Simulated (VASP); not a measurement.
# Sr (P6/mmm) in VASP: notebook, part 2 of 2

VASP 6.6.1.

## (4) Single point, PBE (volume scaled by 0.92)

INCAR

```
  PREC = Accurate
  ENCUT = 520
  EDIFF = 1E-7
  ISMEAR = -1
  SIGMA = 0.05
  LREAL = F
  LASPH = T
  NELM = 100
  ALGO = Normal
  ISIF = 2
  LWAVE = F
  LCHARG = F
  GGA = PE
  NBANDS = 11
```

KPOINTS

```
Automatic mesh
0
Gamma
  11 11 10
```

POSCAR

```
Sr
1.0
    3.9739386933      0.0000000000      0.0000000000
   -1.9869693467      3.4415318615      0.0000000000
    0.0000000000      0.0000000000      3.7001605894
Sr
1
Direct
    0.0000000000      0.0000000000      0.0000000000
```

Potentials or basis: VASP PAW PBE potentials, release 64 (Sr_sv).

Run with:

```
> cat potpaw_PBE.64/Sr_sv/POTCAR > POTCAR
> mpirun -np 1 vasp_std > vasp.out
```

OUTCAR:

```text
PREC = Accurate
   ENCUT = 520
   EDIFF = 1E-7
   ISMEAR = -1
   LREAL = F
   LASPH = T
   NELM = 100
   ISIF = 2
   GGA = PE

 ion  position               nearest neighbor table
   1  0.000  0.000  0.000-

  LATTYP: Found a hexagonal cell.
 ALAT       =     3.9739386933
 C/A-ratio  =     0.9311066111

  Lattice vectors:

 A1 = (   3.9739386933,   0.0000000000,   0.0000000000)
 A2 = (  -1.9869693467,   3.4415318615,   0.0000000000)
 A3 = (   0.0000000000,   0.0000000000,   3.7001605894)

Analysis of symmetry for initial positions (statically):
=====================================================================
 Subroutine PRICEL returns:
 Original cell was already a primitive cell.

 Routine SETGRP: Setting up the symmetry group for a
 hexagonal supercell.

 Subroutine GETGRP returns: Found 24 space group operations
 (whereof 24 operations were pure point group operations)
 out of a pool of 24 trial point group operations.

The static configuration has the point symmetry D_6h.

Analysis of symmetry for dynamics (positions and initial velocities):
=====================================================================
 Subroutine PRICEL returns:
 Original cell was already a primitive cell.

 Routine SETGRP: Setting up the symmetry group for a
 hexagonal supercell.

 Subroutine GETGRP returns: Found 24 space group operations
 (whereof 24 operations were pure point group operations)
 out of a pool of 24 trial point group operations.

The dynamic configuration has the point symmetry D_6h.

 Subroutine INISYM returns: Found 24 space group operations
 (whereof 24 operations are pure point group operations),
 and found     1 'primitive' translations

----------------------------------------------------------------------------------------

                                     Primitive cell

  volume of cell :      50.6050
[... 104 lines left out ...]
   IALGO  =     38    algorithm
   IMIX   =      4    mixing-type and parameters
     AMIX     =   0.40;   BMIX     =  1.00
     AMIX_MAG =   1.60;   BMIX_MAG =  1.00
  volume/ion in A,a.u.               =      50.61       341.50
  Fermi-wavevector in a.u.,A,eV,Ry     =   0.953550  1.801949 12.371211  0.909258
  Thomas-Fermi vector in A             =   2.082216
   LORBIT       =      0    0 simple, 1 ext, 2 COOP (PROOUT), +10 PAW based schemes
   GGA     = PE    functional components
   LHFCALC =     F    Hartree Fock is set to
   AEXX    =    0.0000 exact exchange contribution
   IVDW    =     0    specifies the selected vdW correction
   LEPSILON=     F    determine dielectric tensor
   LRPA    =     F    only Hartree local field effects (RPA)
 non-spin polarized calculation
  energy-cutoff  :      520.00
  volume of cell :       50.61
 maximum number of plane-waves:      1390
 NGX is ok and might be reduce to    30
   NGX = 15   NGY = 15   NGZ = 13

 number of electron      10.0000000 magnetization

 Free energy of the ion-electron system (eV)
  ---------------------------------------------------
  ext. energy  EPLUGINS =         0.00000000
  ---------------------------------------------------
  free energy    TOTEN  =        -1.40912707 eV

  energy without entropy =       -1.40249664  energy(sigma->0) =       -1.40581185

 E-fermi :   1.7801     XC(G=0):  -7.5974

 val. band max:        1.7702777802   @ k =   0.3636   0.2727   0.1000
 cond. band min:       1.7927768763   @ k =   0.4545   0.0909   0.3000
 fundamental gap:      0.0224990961
 Fermi energy:         1.7800982676

 k-point     1 :       0.0000    0.0000    0.0000
  band No.  band energies     occupation
      1     -34.7862      2.00000
      2     -16.6383      2.00000
      3     -16.6383      2.00000
      4     -16.5925      2.00000
      5      -1.8474      2.00000
      6       2.5693      0.00000
      7       4.2217      0.00000
      8       4.2217      0.00000
      9       7.2616      0.00000
     10       7.2616      0.00000
     11       9.3259      0.00000
[... 309 lines left out ...]
 k-point    24 :       0.1818    0.0909    0.1000
  band No.  band energies     occupation
      1     -34.7718      2.00000
      2     -16.7767      2.00000
      3     -16.6741      2.00000
      4     -16.6158      2.00000
      5      -0.7856      2.00000
      6       2.9747      0.00000
      7       3.1050      0.00000
      8       5.1135      0.00000
      9       5.7439      0.00000
     10       6.6681      0.00000
     11       9.7946      0.00000

 [... further k-points ...]
[... 5 lines left out ...]
  --------------------------------------------------------------------------------------
  -------------------------------------------------------------------------------------
  Total        0.2960526      0.2960526      0.2962385     -0.0000000      0.0000000      0.0000000
  in kB        9.3731586      9.3731586      9.3790428     -0.0000000      0.0000000      0.0000000
  external PRESSURE =       9.3751200 kB  Pullay stress =       0.0000000 kB

 VOLUME and BASIS-vectors are now :
 -----------------------------------------------------------------------------
  energy-cutoff  :      520.00
  volume of cell :       50.61
      direct lattice vectors                 reciprocal lattice vectors
     3.973938693  0.000000000  0.000000000     0.251639514  0.145284141  0.000000000
    -1.986969347  3.441531862  0.000000000     0.000000000  0.290568282  0.000000000
     0.000000000  0.000000000  3.700160589     0.000000000  0.000000000  0.270258540

 POSITION                                       TOTAL-FORCE (eV/Angst)
 -----------------------------------------------------------------------------------
      0.00000      0.00000      0.00000         0.000000      0.000000      0.000000
 -----------------------------------------------------------------------------------
    total drift:                                0.000000      0.000000     -0.000000

  FREE ENERGIE OF THE ION-ELECTRON SYSTEM (eV)
  ---------------------------------------------------
  free  energy   TOTEN  =        -1.4091270667 eV

  energy  without entropy=       -1.4024966384  energy(sigma->0) =       -1.40581185
```

OSZICAR:

```text
N       E                     dE             d eps       ncg     rms          rms(c)
DAV:   1     0.352120985690E+02    0.35212E+02   -0.48025E+03  2112   0.787E+02
DAV:   2     0.205256508036E+00   -0.35007E+02   -0.34371E+02  2532   0.150E+02
DAV:   3    -0.134382479806E+01   -0.15491E+01   -0.15378E+01  3144   0.237E+01
DAV:   4    -0.141080685632E+01   -0.66982E-01   -0.66829E-01  2741   0.440E+00
DAV:   5    -0.141255720013E+01   -0.17503E-02   -0.17502E-02  3040   0.503E-01    0.117E+01
DAV:   6    -0.141038654976E+01    0.21707E-02   -0.76571E-03  2674   0.903E-01    0.667E+00
DAV:   7    -0.140896033373E+01    0.14262E-02   -0.15904E-02  2497   0.122E+00    0.267E-01
DAV:   8    -0.140908263860E+01   -0.12230E-03   -0.12494E-03  3109   0.218E-01    0.770E-02
DAV:   9    -0.140911814568E+01   -0.35507E-04   -0.29214E-05  2635   0.418E-02    0.266E-02
DAV:  10    -0.140912704102E+01   -0.88953E-05   -0.66839E-06  2642   0.195E-02    0.549E-03
DAV:  11    -0.140912706670E+01   -0.25688E-07   -0.53870E-07  2757   0.489E-03
   1 F= -.14091271E+01 E0= -.14058119E+01  d E =-.663043E-02
```

stdout:

```text
POSCAR found type information on POSCAR Sr
 POSCAR found :  1 types and       1 ions
 scaLAPACK will be used
 LDA part: xc-table for (Slater+PW92), standard interpolation
 POSCAR, INCAR and KPOINTS ok, starting setup
 FFT: planning ... GRIDC
 FFT: planning ... GRID_SOFT
 FFT: planning ... GRID
 WAVECAR not read
 entering main loop
```

Wall time 49 s (1 thread of Intel Xeon Platinum 8124M at 3.00GHz (Skylake/Cascade Lake), shared host); peak memory 0.2 GiB.

What came out:

```yaml
Free_energy: -1.4091 eV
Pressure: 0.9 GPa
Band_gap_on_the_k_mesh: zero (band 5 reaches 1.95 eV, above the bottom of band 6 at 1.53 eV)
```

Levels at points of the mesh, in eV from the Fermi level:
```tsv
k point	band 3	band 4	band 5	band 6	band 7	band 8
(0.00, 0.00, 0.00)	-18.42	-18.37	-3.63	0.79	2.44	2.44
(0.00, 0.00, 0.50)	-18.38	-18.38	-1.30	-0.13	3.01	3.01
```
